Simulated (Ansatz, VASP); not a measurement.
NaI in VASP and in Ansatz

```
CELL_PARAMETERS angstrom
0.00000 3.28495 3.13931
3.28495 0.00000 3.13931
3.28495 3.28495 0.00000
ATOMIC_POSITIONS crystal
Na 0.00000 0.00000 0.00000
I 0.50000 0.50000 0.50000
```

Change from the starting cell: strain +0.015 along x and y, -0.030 along z, atoms carried along.

Alike in both runs: task single point; functional PBEsol; k mesh 6 × 6 × 6; occupations gaussian, width 0.05 eV; no spin polarisation.

|  | VASP | Ansatz |
| --- | --- | --- |
| version | VASP 6.6.1 | Ansatz 0.2.0 |
| potentials or method | VASP PAW PBE potentials, release 64 (Na_pv, I), cutoff 520 eV | scalar-relativistic, plane waves, PAW |
| valence electrons in the cell | 14 | 26 |

Ansatz gave:

- gap on the k mesh at the Fermi level (eV): 3.50
- least direct gap on the mesh (eV): 3.50
- pressure (GPa): -0.4
- traceless stress, the component that is largest in VASP (GPa): 0.78

Q: Which values does VASP return?

A: gap on the k mesh at the Fermi level (eV): 3.49; least direct gap on the mesh (eV): 3.49; pressure (GPa): -0.4; traceless stress, the component that is largest in VASP (GPa): 0.79.

VASP's potentials were made for PBE, not for PBEsol. VASP's potentials hold 14 valence electrons a cell and Ansatz's 26, so a difference there can come from the potentials and not from the codes.

Neither program's run includes spin-orbit coupling.
